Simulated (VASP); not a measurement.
Set up this calculation in VASP 6.6.1, as the native input.

* Task: relaxation of cell and atoms
* Functional: r2SCAN
* Potentials or basis: VASP PAW PBE potentials, release 64 (V_sv, Si)
* Cutoff: 600 eV
* k mesh: 8 × 8 × 8
* Occupations: gaussian, width 0.1 eV
* Spin: no spin polarisation
* Dipole correction: no
* Further INCAR settings: ALGO = Normal; EDIFF = 1e-06; IBRION = 2; EDIFFG = -0.05; NSW = 80; ISIF = 3

Crystal: VSi.

```xyz
2
Lattice="2.7535 0.0000 0.0000 0.0000 2.7535 0.0000 0.0000 0.0000 2.7535" Properties=species:S:1:pos:R:3 pbc="T T T"
V     1.3768    1.3768    1.3768
Si    0.0000    0.0000    0.0000
```

One way to write it, as run:

POSCAR

```
VSi
1.0
    2.7535133844      0.0000000000      0.0000000000
    0.0000000000      2.7535133844      0.0000000000
    0.0000000000      0.0000000000      2.7535133844
V Si
1 1
Direct
    0.5000000000      0.5000000000      0.5000000000
    0.0000000000      0.0000000000      0.0000000000
```

INCAR.step1

```
PREC = Accurate
ENCUT = 600
ISMEAR = 0
SIGMA = 0.1
LREAL = False
LASPH = True
NELM = 60
GGA = PE
ALGO = Normal
EDIFF = 1E-4
LWAVE = True
LCHARG = False
```

INCAR.step2

```
PREC = Accurate
ENCUT = 600
EDIFF = 1E-6
ISMEAR = 0
SIGMA = 0.1
LREAL = False
LASPH = True
NELM = 60
ALGO = Normal
ISIF = 3
LWAVE = False
LCHARG = False
METAGGA = R2SCAN
LMIXTAU = True
IBRION = 2
NSW = 80
EDIFFG = -0.05
ISTART = 1
```

KPOINTS

```
regular mesh
0
Gamma
  8 8 8
```

Potentials or basis: VASP PAW PBE potentials, release 64 (V_sv, Si).

Launch:

```console
$ cat potpaw_PBE.64/V_sv/POTCAR potpaw_PBE.64/Si/POTCAR > POTCAR
$ cp INCAR.step1 INCAR
$ mpirun -np 1 vasp_std > vasp.out
$ cp INCAR.step2 INCAR
$ mpirun -np 1 vasp_std > vasp.out
```

Results of the run:

| Item | Value |
| --- | --- |
| Relaxed volume | 12.90 Å³/atom |
| Relaxed cell | a = 2.955 Å, b = 2.955 Å, c = 2.955 Å, α = 90.00°, β = 90.00°, γ = 90.00° |
| Space group after relaxing (to 0.1 Å) | Pm-3m (No. 221) |
| Energy gained by relaxing | 359.4 meV/atom |
| Ionic steps | 4 |
| Pressure after relaxing | -0.2 GPa |
| Band gap on the k mesh | zero (an odd number of electrons rules out a gap without spin polarisation) |

Caveat: the volume moved by over 15 % at a fixed basis, so the end points are rough; the PAW data sets were made with another functional, which shifts forces and pressure a little.

It took 4.2 min on 1 thread of Intel Xeon 8259CL (shared host), peak memory 0.16 GiB.
